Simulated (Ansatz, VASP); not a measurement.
## LiF: VASP and Ansatz over several settings

```
F Li
1.0
     0.00000    2.01400    2.01400
     2.01400    0.00000    2.01400
     2.01400    2.01400    0.00000
F Li
1 1
Direct
  0.50000 0.50000 0.50000
  0.00000 0.00000 0.00000
```

Single points on this cell with VASP 6.6.1 and Ansatz 0.2.0. Each row is one pair of runs. Alike in all rows: spin: off; smearing: fermi-dirac, width 0.05 eV; VASP's potentials, cutoff: VASP PAW PBE potentials, release 64 (F, Li_sv), 520 eV; Ansatz's potentials, cutoff: Ansatz PAW, 420 eV.

| level | k mesh | gap on the k mesh at the Fermi level (eV), VASP | gap on the k mesh at the Fermi level (eV), Ansatz | least direct gap on the mesh (eV), VASP | least direct gap on the mesh (eV), Ansatz |
| --- | --- | --- | --- | --- | --- |
| PBE-based global hybrid | 7 × 7 × 7 | 10.31 | 10.31 | 10.31 | 10.31 |
| PBE-based screened hybrid | 6 × 6 × 6 | 11.77 | 11.78 | 11.77 | 11.78 |
| PBE0 | 8 × 8 × 8 | ? | 12.16 | ? | 12.16 |

Task: Fill in what VASP gave in row 3.

Result: gap on the k mesh at the Fermi level (eV): 12.15; least direct gap on the mesh (eV): 12.15.

The k mesh is coarse in some rows, so the values compare programs but aren't converged. Noted on VASP's runs: the cutoff is under 1.25 times that of the potentials, so the pressure is a little rough. Noted on Ansatz's runs: odd divisions of the mesh miss points on the zone boundary, where band edges often lie, so the gap on the mesh can be too wide.
